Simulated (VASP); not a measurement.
Input of a VASP 6.6.1 run:

POSCAR

```
Ti2O
1.0
    2.9193980238      0.0000000000      0.0000000000
   -1.4596990119      2.5282728524      0.0000000000
    0.0000000000      0.0000000000      4.7130000000
Ti O
2 1
Direct
    0.6666666667      0.3333333333      0.2787400000
    0.3333333333      0.6666666667      0.7212600000
    0.0000000000      0.0000000000      0.0000000000
```

INCAR.step1

```
SYSTEM = Ti2O
PREC     = Accurate       ! precision mode
ENCUT    = 1480           ! plane-wave cutoff, eV
ISMEAR   = 0              ! smearing method
SIGMA    = 0.2            ! smearing width, eV
LREAL    = .False.        ! projectors in reciprocal space
LASPH    = .True.         ! aspherical terms in the spheres
NELM     = 120            ! most SCF steps
NBANDS   = 22             ! bands
GGA      = PE             ! functional
ALGO     = Normal         ! electronic algorithm
EDIFF    = 1E-5           ! SCF threshold, eV
LWAVE    = .True.         ! write WAVECAR
LCHARG   = .False.        ! write CHGCAR
GGA_COMPAT= .False.
```

Contents of INCAR.step2:

```
SYSTEM = Ti2O
PREC     = Accurate       ! precision mode
ENCUT    = 1480           ! plane-wave cutoff, eV
EDIFF    = 1E-6           ! SCF threshold, eV
ISMEAR   = 0              ! smearing method
SIGMA    = 0.2            ! smearing width, eV
LREAL    = .False.        ! projectors in reciprocal space
LASPH    = .True.         ! aspherical terms in the spheres
NELM     = 120            ! most SCF steps
ALGO     = Normal         ! electronic algorithm
ISIF     = 2              ! what is computed and relaxed
LWAVE    = .False.        ! write WAVECAR
LCHARG   = .False.        ! write CHGCAR
METAGGA  = R2SCAN         ! meta-GGA
LMIXTAU  = .True.       
NBANDS   = 22             ! bands
ISTART   = 1            
GGA_COMPAT= .False.
```

The input KPOINTS:

```
regular mesh
0
Gamma
  9 9 5
  0 0 0
```

Potentials or basis: VASP PAW PBE potentials, release 64 (Ti_sv, O_h).

Launch:

```console
$ cat potpaw_PBE.64/Ti_sv/POTCAR potpaw_PBE.64/O_h/POTCAR > POTCAR
$ cp INCAR.step1 INCAR
$ mpirun -np 1 vasp_std > vasp.out
$ cp INCAR.step2 INCAR
$ mpirun -np 1 vasp_std > vasp.out
```

Predict the band gap on the k mesh.

zero (bands 15 and 16 overlap by 0.72 eV).

What does it give for the largest force?

1.033 eV/Å.

Predict the pressure.

10.2 GPa.

Stress tensor (GPa, compression positive):
```
 7.55  0.00  0.00
 0.00  7.55  0.00
 0.00  0.00 15.40
```

Caveat: the stress differs along the axes, from 8 to 15 GPa; the PAW data sets were made with another functional, which shifts forces and pressure a little.
